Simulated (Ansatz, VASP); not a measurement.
ZrGe4Mo in VASP and in Ansatz

Contents of INCAR:

```
ALGO = Normal
EDIFF = 1E-6
ENCUT = 520
GGA = PE
ISIF = 2
ISMEAR = 0
LASPH = True
LCHARG = False
LREAL = False
LWAVE = False
NBANDS = 50
NELM = 80
PREC = Accurate
SIGMA = 0.1
```

File KPOINTS:

```
k-points
0
Gamma
  4 4 4
```

POSCAR

```
ZrGe4Mo
1.0
    0.0000000000      3.6742982200      3.6742982200
    3.6742982200      0.0000000000      3.6742982200
    3.6742982200      3.6742982200      0.0000000000
Zr Ge Mo
1 4 1
Direct
    0.7500000000      0.7500000000      0.7500000000
    0.3754989700      0.3754989700      0.3754989700
    0.3754989700      0.8735030900      0.3754989700
    0.8735030900      0.3754989700      0.3754989700
    0.3754989700      0.3754989700      0.8735030900
    0.0000000000      0.0000000000      0.0000000000
```

Input for Ansatz:

```yaml
crystal:
  lattice:
    - [0.0, 3.67429822, 3.67429822]
    - [3.67429822, 0.0, 3.67429822]
    - [3.67429822, 3.67429822, 0.0]
  atoms:
    - { symbol: Zr, position: [0.75, 0.75, 0.75] }
    - { symbol: Ge, position: [0.37549897, 0.37549897, 0.37549897] }
    - { symbol: Ge, position: [0.37549897, 0.87350309, 0.37549897] }
    - { symbol: Ge, position: [0.87350309, 0.37549897, 0.37549897] }
    - { symbol: Ge, position: [0.37549897, 0.37549897, 0.87350309] }
    - { symbol: Mo, position: [0.0, 0.0, 0.0] }
basis:
  ecutwfc: 420
kpoints:
  mp_grid: { grid: [4, 4, 4] }
hamiltonian:
  xc: pbe
scf:
  occupations: { method: gaussian, width: 0.1 }
  lower_state_search: "off"
output:
  forces: true
  stress: true
  eigenvalues: true
```

Change from the starting cell: species swapped into the MgCu4Sn type (F-43m, No. 216).

Alike in both runs: task single point; functional PBE; k mesh 4 × 4 × 4; occupations gaussian, width 0.1 eV; no spin polarisation.

|  | VASP | Ansatz |
| --- | --- | --- |
| version | VASP 6.6.1 | Ansatz 0.2.0 |
| potentials or method | VASP PAW PBE potentials, release 64 (Zr_sv, Ge_d, Mo_sv), cutoff 520 eV | scalar-relativistic, plane waves, PAW |
| valence electrons in the cell | 82 | 82 |

Ansatz gave:

```
gap on the k mesh at the Fermi level (eV) : none
pressure (GPa)                            : 9.6
rms of the force components (eV/Å)        : 0.116
```

Question: What did VASP give for the same quantities?

Answer: gap on the k mesh at the Fermi level (eV): none; pressure (GPa): 9.8; rms of the force components (eV/Å): 0.117.

Atom by atom the forces differ by 0.001 eV/Å (rms over components). A gap of «none» marks a metal or a gap that the smearing closes.

The k mesh is coarse, so the values compare programs but aren't converged.
